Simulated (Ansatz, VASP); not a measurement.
One calculation of La, two programs

Contents of INCAR:

```
PREC = Accurate ; ENCUT = 520
EDIFF = 1E-6 ; ISMEAR = -1
SIGMA = 0.1 ; LREAL = F
LASPH = T ; NELM = 60
ALGO = Normal ; ISIF = 2
LWAVE = F ; LCHARG = F
GGA = PS ; NBANDS = 12
```

Contents of KPOINTS:

```
Automatic mesh
0
Gamma
  12 12 12
```

File POSCAR:

```
La
1.0
    0.0000000000      2.5364199295      2.5364199295
    2.5364199295      0.0000000000      2.5364199295
    2.5364199295      2.5364199295      0.0000000000
La
1
Direct
    0.0000000000      0.0000000000      0.0000000000
```

Input for Ansatz:

```yaml
crystal:
  lattice:
    - [0.0, 2.5364199295, 2.5364199295]
    - [2.5364199295, 0.0, 2.5364199295]
    - [2.5364199295, 2.5364199295, 0.0]
  atoms:
    - { symbol: La, position: [0.0, 0.0, 0.0] }
hamiltonian:
  xc: pbesol
  pseudopotentials:
    kind: paw
    azcp:
      La: "pseudopotentials/La.paw.azcp"
basis:
  ecutwfc: 420
  fft_grid_basis: typed
kpoints:
  mp_grid: { grid: [12, 12, 12], shift: [0, 0, 0] }
magnetization:
  spin_polarized: false
scf:
  occupations: { method: fermi_dirac, width: 0.1 }
  lower_state_search: "off"
output:
  stress: true
```

Alike in both runs: task single point; functional PBEsol; k mesh 12 × 12 × 12; occupations fermi-dirac, width 0.1 eV; no spin polarisation.

|  | VASP | Ansatz |
| --- | --- | --- |
| version | VASP 6.6.1 | Ansatz 0.2.0 |
| potentials or method | VASP PAW PBE potentials, release 64 (La), cutoff 520 eV | plane waves (420 eV) with PAW, scalar-relativistic |
| valence electrons in the cell | 11 | 11 |

```csv
,VASP,Ansatz,Ansatz less VASP
pressure (GPa),1.1,1.0,-0.08
```

VASP's potentials were made for PBE, not for PBEsol, and Ansatz warns of the same on its side.

Spin-orbit coupling is off throughout.
